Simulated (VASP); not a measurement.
# Ge (Fd-3m) in VASP: single point with PBE

Aim: the single point of Ge with PBE.

Program: VASP 6.6.1. These are calculated values, not measurements. Logs are shortened: lines on timing, memory, paths and dates and some standing lists are left out, and cuts for length are marked.

## (1) The cell of the first run

It takes space group Fd-3m (No. 227, cubic). The conventional cell has a = 5.675 Å, b = 5.675 Å, c = 5.675 Å, α = 90.00°, β = 90.00°, γ = 90.00°. Within 3.2 Å of Ge (site symmetry -43m) lie 4 Ge at 2.46 Å.

## (2) Single point, PBE, non-collinear spin, zero start, spin-orbit coupling

Input file INCAR:

```
  ALGO = Normal
  EDIFF = 1E-6
  ENCUT = 520
  GGA = PE
  GGA_COMPAT = F
  ISIF = 2
  ISMEAR = -1
  LASPH = T
  LCHARG = T
  LORBIT = 11
  LORBMOM = T
  LREAL = F
  LSORBIT = T
  LVHAR = T
  LWAVE = F
  MAGMOM = 0 0 0 0 0 0
  NBANDS = 40
  NELM = 150
  PREC = Accurate
  SIGMA = 0.05
```

Input file KPOINTS:

```
k-points
0
Gamma
  11 11 11
```

Input file POSCAR:

```
Ge
1.0
    0.0000000000      2.8374271074      2.8374271074
    2.8374271074      0.0000000000      2.8374271074
    2.8374271074      2.8374271074      0.0000000000
Ge
2
Direct
    0.0000000000      0.0000000000      0.0000000000
    0.2500000000      0.2500000000      0.2500000000
```

Potentials or basis: VASP PAW PBE potentials, release 64 (Ge_d).

Launch:

```sh
$ cat potpaw_PBE.64/Ge_d/POTCAR > POTCAR
$ mpirun -np 1 vasp_ncl > vasp.out
```

OUTCAR:

```text
EDIFF = 1E-6
   ENCUT = 520
   GGA = PE
   ISIF = 2
   ISMEAR = -1
   LASPH = T
   LORBIT = 11
   LREAL = F
   LSORBIT = T
   NELM = 150
   PREC = Accurate

 ion  position               nearest neighbor table
   1  0.000  0.000  0.000-   2 2.46   2 2.46   2 2.46   2 2.46
   2  0.250  0.250  0.250-   1 2.46   1 2.46   1 2.46   1 2.46

  LATTYP: Found a face centered cubic cell.
 ALAT       =     5.6748542148

  Lattice vectors:

 A1 = (   0.0000000000,   2.8374271074,   2.8374271074)
 A2 = (   2.8374271074,   0.0000000000,   2.8374271074)
 A3 = (   2.8374271074,   2.8374271074,   0.0000000000)

Analysis of symmetry for initial positions (statically):
=====================================================================
 Subroutine PRICEL returns:
 Original cell was already a primitive cell.

 Routine SETGRP: Setting up the symmetry group for a
 face centered cubic supercell.

 Subroutine GETGRP returns: Found 48 space group operations
 (whereof 24 operations were pure point group operations)
 out of a pool of 48 trial point group operations.

The static configuration has the point symmetry T_d .
 The point group associated with its full space group is O_h .

Analysis of symmetry for dynamics (positions and initial velocities):
=====================================================================
 Subroutine PRICEL returns:
 Original cell was already a primitive cell.

 Routine SETGRP: Setting up the symmetry group for a
 face centered cubic supercell.

 Subroutine GETGRP returns: Found 48 space group operations
 (whereof 24 operations were pure point group operations)
 out of a pool of 48 trial point group operations.

The dynamic configuration has the point symmetry T_d .
 The point group associated with its full space group is O_h .

Analysis of structural, dynamic, and magnetic symmetry:
=====================================================================
 Subroutine PRICEL returns:
 Original cell was already a primitive cell.

 Routine SETGRP: Setting up the symmetry group for a
 face centered cubic supercell.

 Subroutine GETGRP returns: Found 48 space group operations
 (whereof 24 operations were pure point group operations)
 out of a pool of 48 trial point group operations.

The overall configuration has the point symmetry T_d .
 The point group associated with its full space group is O_h .

 Subroutine INISYM returns: Found 48 space group operations
 (whereof 24 operations are pure point group operations),
 and found     1 'primitive' translations

----------------------------------------------------------------------------------------

                                     Primitive cell

  volume of cell :      45.6882

  direct lattice vectors                    reciprocal lattice vectors
     0.000000000  2.837427107  2.837427107    -0.176215981  0.176215981  0.176215981
     2.837427107  0.000000000  2.837427107     0.176215981 -0.176215981  0.176215981
     2.837427107  2.837427107  0.000000000     0.176215981  0.176215981 -0.176215981

  length of vectors
     4.012727898  4.012727898  4.012727898     0.305215031  0.305215031  0.305215031

  position of ions in fractional coordinates (direct lattice)
     0.000000000  0.000000000  0.000000000
     0.250000000  0.250000000  0.250000000

  ion indices of the primitive-cell ions
   primitive index   ion index
                 1           1
                 2           2

----------------------------------------------------------------------------------------

 KPOINTS: k-points

Automatic generation of k-mesh.
 Grid dimensions read from file:
 generate k-points for:   11   11   11

 Generating k-lattice:

  Cartesian coordinates                     Fractional coordinates (reciprocal lattice)
[... 90 lines left out ...]
   LRPA    =     F    only Hartree local field effects (RPA)
  energy-cutoff  :      520.00
  volume of cell :       45.69
 maximum number of plane-waves:      2494
 NGX is ok and might be reduce to    30
   NGX = 15   NGY = 15   NGZ = 15

 number of electron      28.0000000 magnetization       0.0000000      0.0000000      0.0000000

 number of electron      28.0000014 magnetization       0.0000000      0.0000000     -0.0000000

 number of electron      28.0000014 magnetization       0.0000000     -0.0000000     -0.0000000

 Free energy of the ion-electron system (eV)
  ---------------------------------------------------
  ext. energy  EPLUGINS =         0.00000000
  ---------------------------------------------------
  free energy    TOTEN  =        -9.03486381 eV

  energy without entropy =       -9.03438610  energy(sigma->0) =       -9.03462495

 E-fermi :   4.9664     XC(G=0):  -9.8818

 val. band max:        4.8574094699   @ k =   0.0000   0.0000   0.0000
 cond. band min:       5.0002967286   @ k =   0.0000   0.0000   0.0000
 fundamental gap:      0.1428872587
 Fermi energy:         4.9663766335

 k-point     1 :       0.0000    0.0000    0.0000
  band No.  band energies     occupation
      1     -20.1671      1.00000
      2     -20.1671      1.00000
      3     -20.1671      1.00000
      4     -20.1671      1.00000
      5     -20.1056      1.00000
      6     -20.1056      1.00000
[... 1021 lines left out ...]
     39      14.4985      0.00000
     40      14.4985      0.00000

 [... further k-points ...]
[... 5 lines left out ...]
  --------------------------------------------------------------------------------------
  -------------------------------------------------------------------------------------
  Total        0.8382084      0.8382084      0.8382084      0.0000000      0.0000000      0.0000000
  in kB       29.3939851     29.3939851     29.3939851      0.0000000      0.0000000      0.0000000
  external PRESSURE =      29.3939851 kB  Pullay stress =       0.0000000 kB

 VOLUME and BASIS-vectors are now :
 -----------------------------------------------------------------------------
  energy-cutoff  :      520.00
  volume of cell :       45.69
      direct lattice vectors                 reciprocal lattice vectors
     0.000000000  2.837427107  2.837427107    -0.176215981  0.176215981  0.176215981
     2.837427107  0.000000000  2.837427107     0.176215981 -0.176215981  0.176215981
     2.837427107  2.837427107  0.000000000     0.176215981  0.176215981 -0.176215981

 POSITION                                       TOTAL-FORCE (eV/Angst)
 -----------------------------------------------------------------------------------
      0.00000      0.00000      0.00000         0.000000      0.000000      0.000000
      1.41871      1.41871      1.41871        -0.000000     -0.000000     -0.000000
 -----------------------------------------------------------------------------------
    total drift:                                0.000000      0.000000      0.000000

  FREE ENERGIE OF THE ION-ELECTRON SYSTEM (eV)
  ---------------------------------------------------
  free  energy   TOTEN  =        -9.0348638093 eV

  energy  without entropy=       -9.0343860967  energy(sigma->0) =       -9.03462495

 orbital moment (x)

 # of ion     p       d       tot
 ----------------------------------------
  1        -0.000  -0.000  -0.000
  2         0.000  -0.000   0.000
 ----------------------------------------
           -0.000  -0.000  -0.000

 orbital moment (y)

 # of ion     p       d       tot
 ----------------------------------------
  1         0.000  -0.000   0.000
  2         0.000  -0.000   0.000
 ----------------------------------------
            0.000  -0.000   0.000

 orbital moment (z)

 # of ion     p       d       tot
 ----------------------------------------
  1         0.000   0.000   0.000
  2         0.000   0.000   0.000
 ----------------------------------------
            0.000   0.000   0.000

 Spin-Orbit-Coupling matrix elements

 Ion:    1  E_soc:     -0.0183358
 l=   1
     0.0000000    -0.0021060    -0.0021060
    -0.0021060     0.0000000    -0.0021060
    -0.0021060    -0.0021060     0.0000000
 l=   2
     0.0000000    -0.0001898     0.0000000    -0.0001898    -0.0007601
    -0.0001898     0.0000000    -0.0005701    -0.0001898    -0.0001900
     0.0000000    -0.0005701     0.0000000    -0.0005701     0.0000000
    -0.0001898    -0.0001898    -0.0005701     0.0000000    -0.0001900
    -0.0007601    -0.0001900     0.0000000    -0.0001900     0.0000000
 l=   3
     0.0000000     0.0000000     0.0000000     0.0000000     0.0000000     0.0000000     0.0000000
     0.0000000     0.0000000     0.0000000     0.0000000     0.0000000     0.0000000     0.0000000
     0.0000000     0.0000000     0.0000000     0.0000000     0.0000000     0.0000000     0.0000000
     0.0000000     0.0000000     0.0000000     0.0000000     0.0000000     0.0000000     0.0000000
     0.0000000     0.0000000     0.0000000     0.0000000     0.0000000     0.0000000     0.0000000
     0.0000000     0.0000000     0.0000000     0.0000000     0.0000000     0.0000000     0.0000000
     0.0000000     0.0000000     0.0000000     0.0000000     0.0000000     0.0000000     0.0000000

 Ion:    2  E_soc:     -0.0183358
 l=   1
     0.0000000    -0.0021060    -0.0021060
    -0.0021060     0.0000000    -0.0021060
    -0.0021060    -0.0021060     0.0000000
 l=   2
     0.0000000    -0.0001898     0.0000000    -0.0001898    -0.0007601
    -0.0001898     0.0000000    -0.0005701    -0.0001898    -0.0001900
     0.0000000    -0.0005701     0.0000000    -0.0005701     0.0000000
    -0.0001898    -0.0001898    -0.0005701     0.0000000    -0.0001900
    -0.0007601    -0.0001900     0.0000000    -0.0001900     0.0000000
 l=   3
     0.0000000     0.0000000     0.0000000     0.0000000     0.0000000     0.0000000     0.0000000
     0.0000000     0.0000000     0.0000000     0.0000000     0.0000000     0.0000000     0.0000000
     0.0000000     0.0000000     0.0000000     0.0000000     0.0000000     0.0000000     0.0000000
     0.0000000     0.0000000     0.0000000     0.0000000     0.0000000     0.0000000     0.0000000
     0.0000000     0.0000000     0.0000000     0.0000000     0.0000000     0.0000000     0.0000000
     0.0000000     0.0000000     0.0000000     0.0000000     0.0000000     0.0000000     0.0000000
     0.0000000     0.0000000     0.0000000     0.0000000     0.0000000     0.0000000     0.0000000

 total charge

# of ion       s       p       d       tot
------------------------------------------
    1        1.131   1.255  10.022  12.408
    2        1.131   1.255  10.022  12.408
--------------------------------------------------
tot          2.262   2.510  20.045  24.816

 magnetization (x)

# of ion       s       p       d       tot
------------------------------------------
    1        0.000  -0.000   0.000  -0.000
    2        0.000  -0.000   0.000  -0.000
--------------------------------------------------
tot          0.000  -0.000   0.000  -0.000

 magnetization (y)

# of ion       s       p       d       tot
------------------------------------------
    1       -0.000   0.000   0.000  -0.000
    2        0.000   0.000  -0.000  -0.000
--------------------------------------------------
tot         -0.000   0.000  -0.000  -0.000

 magnetization (z)

# of ion       s       p       d       tot
------------------------------------------
    1       -0.000  -0.000   0.000  -0.000
    2       -0.000   0.000   0.000  -0.000
--------------------------------------------------
tot         -0.000  -0.000   0.000  -0.000
```

It took 5.7 min on 1 thread of Intel Xeon 8259CL, shared host; peak memory 0.35 GiB.

What came out:

```
Free energy                                           : -9.0349 eV
Pressure                                              : 2.9 GPa
Net moment                                            : 0.00 μB per cell
Valence electrons inside the program's atomic spheres : Ge 12.41
```

Moments on the atoms (μB; x, y, z):
```
Ge  0.00 0.00 0.00
Ge  0.00 0.00 0.00
```
